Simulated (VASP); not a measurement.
# W in VASP: single point with PBEsol

Aim: the single point of W with PBEsol.

All numbers are computed with VASP 6.6.1; they aren't measurements. Logs are shortened: lines on timing, memory, paths and dates and some standing lists are left out, and cuts for length are marked.

### Step 1. The cell of the first run

The cell holds a slab with vacuum, 7 atoms: a = 4.461 Å, b = 2.732 Å, c = 23.726 Å, α = 90.00°, β = 90.00°, γ = 90.00°.

### Step 2. Single point, PBEsol

Contents of INCAR:

```
PREC = Accurate
ENCUT = 520
EDIFF = 1E-7
ISMEAR = 1
SIGMA = 0.1
LREAL = F
LASPH = T
NELM = 80
ALGO = Normal
ISIF = 2
LWAVE = F
LCHARG = F
LDIPOL = T
IDIPOL = 3
DIPOL = 0.5 0.5 0.500
GGA = PS
NBANDS = 58
```

Contents of KPOINTS:

```
regular mesh
0
Gamma
  6 10 1
```

Contents of POSCAR:

```
W
1.0
    4.4608020640      0.0000000000      0.0000000000
    0.0000000000      2.7316722250      0.0000000000
    0.0000000000      0.0000000000     23.7263358180
W
7
Direct
    0.0000000000      0.0000000000      0.3371780650
    0.5000000000      0.3333333333      0.3914520433
    0.0000000000      0.6666666667      0.4457260217
    0.5000000000      0.0000000000      0.5000000000
    0.0000000000      0.3333333333      0.5542739783
    0.5000000000      0.6666666667      0.6085479567
    1.0000000000      0.0000000000      0.6628219350
```

Potentials or basis: VASP PAW PBE potentials, release 64 (W_sv).

Launch:

```
$ cat potpaw_PBE.64/W_sv/POTCAR > POTCAR
$ mpirun -np 1 vasp_std > vasp.out
```

OUTCAR:

```text
PREC = Accurate
   ENCUT = 520
   EDIFF = 1E-7
   ISMEAR = 1
   LREAL = F
   LASPH = T
   NELM = 80
   ISIF = 2
   GGA = PS

 ion  position               nearest neighbor table
   1  0.000  0.000  0.337-   2 2.73   2 2.73   3 2.73   2 3.15   2 3.15   3 3.15
   2  0.500  0.333  0.391-   1 2.73   1 2.73   4 2.73   3 2.73   3 2.73   1 3.15   1 3.15   3 3.15
                             3 3.15   4 3.15
   3  0.000  0.667  0.446-   5 2.73   4 2.73   4 2.73   1 2.73   2 2.73   2 2.73   5 3.15   4 3.15
                             4 3.15   2 3.15   2 3.15   1 3.15
   4  0.500  0.000  0.500-   3 2.73   5 2.73   3 2.73   5 2.73   2 2.73   6 2.73   3 3.15   3 3.15
                             5 3.15   5 3.15   2 3.15   6 3.15
   5  0.000  0.333  0.554-   3 2.73   4 2.73   4 2.73   7 2.73   6 2.73   6 2.73   3 3.15   4 3.15
                             4 3.15   6 3.15   6 3.15   7 3.15
   6  0.500  0.667  0.609-   7 2.73   7 2.73   4 2.73   5 2.73   5 2.73   7 3.15   7 3.15   5 3.15
                             5 3.15   4 3.15
   7  0.000  0.000  0.663-   6 2.73   6 2.73   5 2.73   6 3.15   6 3.15   5 3.15

  LATTYP: Found a simple orthorhombic cell.
 ALAT       =     2.7316722250
 B/A-ratio  =     1.6329931619
 C/A-ratio  =     8.6856452252

  Lattice vectors:

 A1 = (   0.0000000000,  -2.7316722250,   0.0000000000)
 A2 = (   4.4608020640,   0.0000000000,   0.0000000000)
 A3 = (   0.0000000000,   0.0000000000,  23.7263358180)

Analysis of symmetry for initial positions (statically):
=====================================================================
 Subroutine PRICEL returns:
 Original cell was already a primitive cell.

 Routine SETGRP: Setting up the symmetry group for a
 simple orthorhombic supercell.

 Subroutine GETGRP returns: Found  4 space group operations
 (whereof  4 operations were pure point group operations)
 out of a pool of  8 trial point group operations.

The static configuration has the point symmetry C_2h.

Analysis of symmetry for dynamics (positions and initial velocities):
=====================================================================
 Subroutine PRICEL returns:
 Original cell was already a primitive cell.

 Routine SETGRP: Setting up the symmetry group for a
 simple orthorhombic supercell.

 Subroutine GETGRP returns: Found  4 space group operations
 (whereof  4 operations were pure point group operations)
 out of a pool of  8 trial point group operations.

The dynamic configuration has the point symmetry C_2h.

 Subroutine INISYM returns: Found  4 space group operations
 (whereof  4 operations are pure point group operations),
 and found     1 'primitive' translations

----------------------------------------------------------------------------------------

                                     Primitive cell

  volume of cell :     289.1161

  direct lattice vectors                    reciprocal lattice vectors
     4.460802064  0.000000000  0.000000000     0.224174932  0.000000000  0.000000000
     0.000000000  2.731672225  0.000000000     0.000000000  0.366076131  0.000000000
     0.000000000  0.000000000 23.726335818     0.000000000  0.000000000  0.042147258

  length of vectors
     4.460802064  2.731672225 23.726335818     0.224174932  0.366076131  0.042147258

  position of ions in fractional coordinates (direct lattice)
     0.000000000  0.000000000  0.337178065
     0.500000000  0.333333333  0.391452043
     0.000000000  0.666666667  0.445726022
     0.500000000  0.000000000  0.500000000
     0.000000000  0.333333333  0.554273978
     0.500000000  0.666666667  0.608547957
     0.000000000  0.000000000  0.662821935

  ion indices of the primitive-cell ions
   primitive index   ion index
                 1           1
                 2           2
                 3           3
                 4           4
                 5           5
                 6           6
                 7           7

----------------------------------------------------------------------------------------

 KPOINTS: regular mesh

Automatic generation of k-mesh.
 Grid dimensions read from file:
 generate k-points for:    6   10    1

 Generating k-lattice:

  Cartesian coordinates                     Fractional coordinates (reciprocal lattice)
     0.037362489  0.000000000  0.000000000     0.166666667  0.000000000  0.000000000
     0.000000000  0.036607613  0.000000000     0.000000000  0.100000000  0.000000000
     0.000000000  0.000000000  0.042147258     0.000000000  0.000000000  1.000000000

  Length of vectors
     0.037362489  0.036607613  0.042147258

  Shift w.r.t. Gamma in fractional coordinates (k-lattice)
     0.000000000  0.000000000  0.000000000

 Subroutine IBZKPT returns following result:
 ===========================================

 Found     24 irreducible k-points:

 Following reciprocal coordinates:
            Coordinates               Weight
  0.000000  0.000000  0.000000      1.000000
  0.166667  0.000000  0.000000      2.000000
  0.333333  0.000000  0.000000      2.000000
  0.500000  0.000000  0.000000      1.000000
  0.000000  0.100000  0.000000      2.000000
  0.166667  0.100000  0.000000      4.000000
[... 16 lines left out ...]
  0.333333  0.500000  0.000000      2.000000
  0.500000  0.500000  0.000000      1.000000
   k-points           NKPTS =     24   k-points in BZ     NKDIM =     24   number of bands    NBANDS=     58
   number of dos      NEDOS =    301   number of ions     NIONS =      7
   total plane-waves  NPLWV = 129600
   dimension x,y,z NGX =    36 NGY =   20 NGZ =  180
   dimension x,y,z NGXF=    72 NGYF=   40 NGZF=  360
   ions per type =               7
   NGX,Y,Z   is equivalent  to a cutoff of  13.42, 12.17, 12.61 a.u.
   NGXF,Y,Z  is equivalent  to a cutoff of  26.83, 24.34, 25.22 a.u.
 SYSTEM =  unknown system
   PREC   = accura    normal or accurate (medium, high low for compatibility)
   ISTART =      0    job   : 0-new  1-cont  2-samecut
   ICHARG =      2    charge: 1-file 2-atom 10-const
   ISPIN  =      1    spin polarized calculation?
   LNONCOLLINEAR =      F non collinear calculations
   LSORBIT =      F    spin-orbit coupling
   LASPH  =      T    aspherical Exc in radial PAW
   ENCUT  =  520.0 eV  38.22 Ry    6.18 a.u.   8.29  5.08 44.12*2*pi/ulx,y,z
   NELM   =     80;   NELMIN=  2; NELMDL= -5     # of ELM steps
   EDIFF  = 0.1E-06   stopping-criterion for ELM
   LREAL  =      F    real-space projection
   EDIFFG = 0.1E-05   stopping-criterion for IOM
   NSW    =      0    number of steps for IOM
   IBRION =     -1    ionic relax: 0-MD 1-quasi-New 2-CG
   NFREE  =      0    steps in history (QN), initial steepest desc. (CG)
   ISIF   =      2    stress and relaxation
   ISYM   =      2    0-nonsym 1-usesym 2-fastsym
   POTIM  = 0.5000    time-step for ionic-motion
   TEBEG  =    0.0;   TEEND  =   0.0 temperature during run
   PSTRESS=    0.0 pullay stress
   NELECT =      98.0000    total number of electrons
   NUPDOWN=      -1.0000    fix difference up-down
   EMIN   =  10.00;   EMAX   =-10.00  energy-range for DOS
   EFERMI =   0.00;   METHOD = LEGACY
   ISMEAR =     1;   SIGMA  =   0.10  broadening in eV -4-tet -1-fermi 0-gaus
   EFERMI_NEDOS =   21; number of points for ismear=-14 and -15
   IALGO  =     38    algorithm
   IMIX   =      4    mixing-type and parameters
     AMIX     =   0.40;   BMIX     =  1.00
     AMIX_MAG =   1.60;   BMIX_MAG =  1.00
  volume/ion in A,a.u.               =      41.30       278.72
  Fermi-wavevector in a.u.,A,eV,Ry     =   1.141457  2.157040 17.727350  1.302923
  Thomas-Fermi vector in A             =   2.278157
   LORBIT       =      0    0 simple, 1 ext, 2 COOP (PROOUT), +10 PAW based schemes
   GGA     = PS    functional components
   LHFCALC =     F    Hartree Fock is set to
   AEXX    =    0.0000 exact exchange contribution
   IVDW    =     0    specifies the selected vdW correction
   LEPSILON=     F    determine dielectric tensor
   LRPA    =     F    only Hartree local field effects (RPA)
 non-spin polarized calculation
 Methfessel and Paxton  Order N= 1 SIGMA  =   0.10
  energy-cutoff  :      520.00
  volume of cell :      289.12
 maximum number of plane-waves:      7836
 NGX is ok and might be reduce to    36
   NGX = 17   NGY = 11   NGZ = 89

 number of electron      98.0000008 magnetization

 dipolmoment           0.000000      0.000000     -0.000000 electrons x Angstroem

 Free energy of the ion-electron system (eV)
  ---------------------------------------------------
  ext. energy  EPLUGINS =         0.00000000
  ---------------------------------------------------
  free energy    TOTEN  =       -90.36935903 eV

  energy without entropy =      -90.36856173  energy(sigma->0) =      -90.36909327

 E-fermi :   1.6947     XC(G=0):  -6.2776

 val. band max:        1.6610280869   @ k =   0.1667   0.0000   0.0000
 cond. band min:       1.6990109388   @ k =   0.0000   0.2000   0.0000
 fundamental gap:      0.0379828519
 Fermi energy:         1.6947073488

 k-point     1 :       0.0000    0.0000    0.0000
  band No.  band energies     occupation
      1     -72.5338      2.00000
      2     -72.4824      2.00000
      3     -72.3684      2.00000
      4     -72.3660      2.00000
      5     -72.3657      2.00000
      6     -72.2926      2.00000
[... 50 lines left out ...]
     57       3.7759      0.00000
     58       3.8030      0.00000

 k-point     2 :       0.1667    0.0000    0.0000
  band No.  band energies     occupation
      1     -72.5280      2.00000
      2     -72.4800      2.00000
      3     -72.3709      2.00000
      4     -72.3654      2.00000
      5     -72.3639      2.00000
      6     -72.2972      2.00000
[... 50 lines left out ...]
     57       3.7075      0.00000
     58       3.7134      0.00000
[... 1279 lines left out ...]
     57       3.7040      0.00000
     58       4.0786      0.00000

 k-point    24 :       0.5000    0.5000    0.0000
  band No.  band energies     occupation
      1     -72.4404      2.00000
      2     -72.4144      2.00000
      3     -72.3244      2.00000
      4     -72.2951      2.00000
      5     -72.2949      2.00000
      6     -72.2543      2.00000
[... 50 lines left out ...]
     57       3.7327      0.00000
     58       3.9696      0.00000

------------------------ aborting loop because EDIFF is reached ----------------------------------------

 vacuum level on the upper side and lower side of the slab       (xc-potential included)        -0.097        -0.097

  FORCE on cell =-STRESS in cart. coord.  units (eV):
  Direction    XX          YY          ZZ          XY          YZ          ZX
  --------------------------------------------------------------------------------------
  -------------------------------------------------------------------------------------
  Total       -9.0154036    -10.7971470     -7.7283656      0.0000000      1.6677255      0.0000000
  in kB      -49.9601283    -59.8339099    -42.8278257      0.0000000      9.2419354      0.0000000
  external PRESSURE =     -50.8739546 kB  Pullay stress =       0.0000000 kB

 VOLUME and BASIS-vectors are now :
 -----------------------------------------------------------------------------
  energy-cutoff  :      520.00
  volume of cell :      289.12
      direct lattice vectors                 reciprocal lattice vectors
     4.460802064  0.000000000  0.000000000     0.224174932  0.000000000  0.000000000
     0.000000000  2.731672225  0.000000000     0.000000000  0.366076131  0.000000000
     0.000000000  0.000000000 23.726335818     0.000000000  0.000000000  0.042147258

 POSITION                                       TOTAL-FORCE (eV/Angst)
 -----------------------------------------------------------------------------------
      0.00000      0.00000      8.00000         0.000000     -0.364208      2.112245
      2.23040      0.91056      9.28772         0.000000      0.022752     -1.161861
      0.00000      1.82111     10.57545         0.000000      0.399248     -1.042692
      2.23040      0.00000     11.86317         0.000000      0.000000      0.000000
      0.00000      0.91056     13.15089         0.000000     -0.399248      1.042692
      2.23040      1.82111     14.43861         0.000000     -0.022752      1.161861
      0.00000      0.00000     15.72634         0.000000      0.364208     -2.112245
 -----------------------------------------------------------------------------------
    total drift:                                0.000000      0.000000      0.000000

  FREE ENERGIE OF THE ION-ELECTRON SYSTEM (eV)
  ---------------------------------------------------
  free  energy   TOTEN  =       -90.3693590307 eV

  energy  without entropy=      -90.3685617349  energy(sigma->0) =      -90.36909327

 vacuum level on the upper side and lower side of the slab         6.019         6.019
```

It took 11 min on 1 thread of Intel Xeon 6975P-C, shared host; peak memory 0.52 GiB.

Results:

* Free energy: -90.3694 eV
* Largest force: 2.143 eV/Å
* Band gap on the k mesh: zero (band 49 reaches 2.28 eV, above the bottom of band 50 at 1.16 eV)

Forces in eV/Å, atoms in the order of the input:
```
W    0.000 -0.364  2.112
W    0.000  0.023 -1.162
W    0.000  0.399 -1.043
W    0.000  0.000  0.000
W    0.000 -0.399  1.043
W    0.000 -0.023  1.162
W    0.000  0.364 -2.112
```

Levels at points of the mesh, in eV from the Fermi level:
```tsv
k point	band 45	band 46	band 47	band 48	band 49	band 50	band 51	band 52	band 53	band 54
(0.00, 0.00, 0.00)	-1.80	-1.46	-1.27	-0.86	-0.83	-0.29	0.15	1.35	1.38	1.49
(0.50, 0.00, 0.00)	-1.52	-1.35	-1.06	-0.75	0.07	0.84	1.31	1.38	1.48	1.56
(0.00, 0.50, 0.00)	-1.43	-1.30	0.22	0.34	0.58	1.40	1.45	2.08	2.36	2.43
(0.50, 0.50, 0.00)	-1.46	-1.33	-0.52	0.39	0.47	0.49	0.68	1.36	1.42	1.51
```

Caveat: the PAW data sets were made with another functional, which shifts forces and pressure a little; spin-orbit coupling is left out, which moves the levels of the heavy elements.
